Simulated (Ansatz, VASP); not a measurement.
## C: VASP beside Ansatz

```
C
1.0
     0.00000    1.52211    1.52211
     1.52211    0.00000    1.52211
     1.52211    1.52211    0.00000
C
1
Direct
  0.00000 0.00000 0.00000
```

Change from the starting cell: functional pbesol, volume scaled by 0.96, PAW files.

Alike in both runs: task electric field gradients; functional PBEsol; k mesh 16 × 16 × 16; occupations fermi-dirac, width 0.03 eV; no spin polarisation.

|  | VASP | Ansatz |
| --- | --- | --- |
| version | VASP 6.6.1 | Ansatz 0.2.0 |
| potentials or method | VASP PAW PBE potentials, release 64 (C) | PAW with Ansatz's default frozen-core files, scalar-relativistic |
| plane-wave cutoff (eV) | 520 | 420 |
| valence electrons in the cell | 4 | 4 |

Ansatz gave:

- pressure (GPa): -0.2

Question: What did VASP give for the same quantities?

Answer: Pressure (GPa): 0.0.

VASP's potentials were made for PBE, not for PBEsol. The functional is the same, so the differences come from potentials, cutoffs and numerics.
